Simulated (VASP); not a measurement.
Wanted: the native input for a VASP 6.6.1 run.

* Task: dielectric tensor
* Functional: r2SCAN
* Potentials or basis: VASP PAW PBE potentials, release 64 (Mg, O)
* Cutoff: 520 eV
* k mesh: 8 × 8 × 8
* Occupations: gaussian, width 0.01 eV
* Spin: no spin polarisation
* Dipole correction: no
* Further INCAR settings: ALGO = Normal; EDIFF = 1e-08

The structure of MgO lies in POSCAR:

```
MgO
1.0
    0.0000000000      2.1021674155      2.1021674155
    2.1021674155      0.0000000000      2.1021674155
    2.1021674155      2.1021674155      0.0000000000
Mg O
1 1
Direct
    0.0000000000      0.0000000000      0.0000000000
    0.5000000000      0.5000000000      0.5000000000
```

One way to write it, as run:

INCAR

```
SYSTEM = MgO
PREC = Accurate
ENCUT = 520
EDIFF = 1E-8
ISMEAR = 0
SIGMA = 0.01
LREAL = .FALSE.
LASPH = .TRUE.
NELM = 80
ALGO = Normal
ISIF = 2
LWAVE = .FALSE.
LCHARG = .FALSE.
METAGGA = R2SCAN
LMIXTAU = .TRUE.
LCALCEPS = .TRUE.
```

KPOINTS

```
regular mesh
0
G
  8 8 8
  0 0 0
```

Potentials or basis: VASP PAW PBE potentials, release 64 (Mg, O).

Run with:

```sh
$ cat potpaw_PBE.64/Mg/POTCAR potpaw_PBE.64/O/POTCAR > POTCAR
$ mpirun -np 1 vasp_std > vasp.out
```

It gave:

```
Band gap on the k mesh                  : 5.66 eV, direct
Electronic dielectric tensor (diagonal) : 2.92
Born charges (mean of the diagonal)     : Mg +1.94; O -1.94 e
```

Run time: 5 min on 1 thread of Intel(R) Xeon(R) 6975P-C (Granite Rapids) (shared host), peak memory 0.24 GiB.
